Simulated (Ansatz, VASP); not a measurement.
## One calculation of AlN, two programs

```xyz
2
Lattice="0.1628 2.1369 2.1369 2.1369 0.1628 2.1369 2.1369 2.1369 0.1628" Properties=species:S:1:pos:R:3 pbc="T T T"
Al    2.2183    2.2183    2.2183
N     0.0000    0.0000    0.0000
```

Alike in both runs: task single point; functional PBE; k mesh 10 × 10 × 10; occupations gaussian, width 0.02 eV; no spin polarisation.

```csv
,VASP,Ansatz
version,VASP 6.6.1,Ansatz 0.2.0
potentials or method,"VASP PAW PBE potentials, release 64 (Al, N), cutoff 520 eV","scalar-relativistic, plane waves, PAW"
valence electrons in the cell,8,8
```

VASP gave:

```
gap on the k mesh at the Fermi level (eV)                     : 2.78
least direct gap on the mesh (eV)                             : 3.61
pressure (GPa)                                                : -5.0
traceless stress, the component that is largest in VASP (GPa) : -25.54
```

**Question.** Estimate Ansatz's values.

**Answer.** gap on the k mesh at the Fermi level (eV): 2.79; least direct gap on the mesh (eV): 3.60; pressure (GPa): -4.7; traceless stress, the component that is largest in VASP (GPa): -25.52.
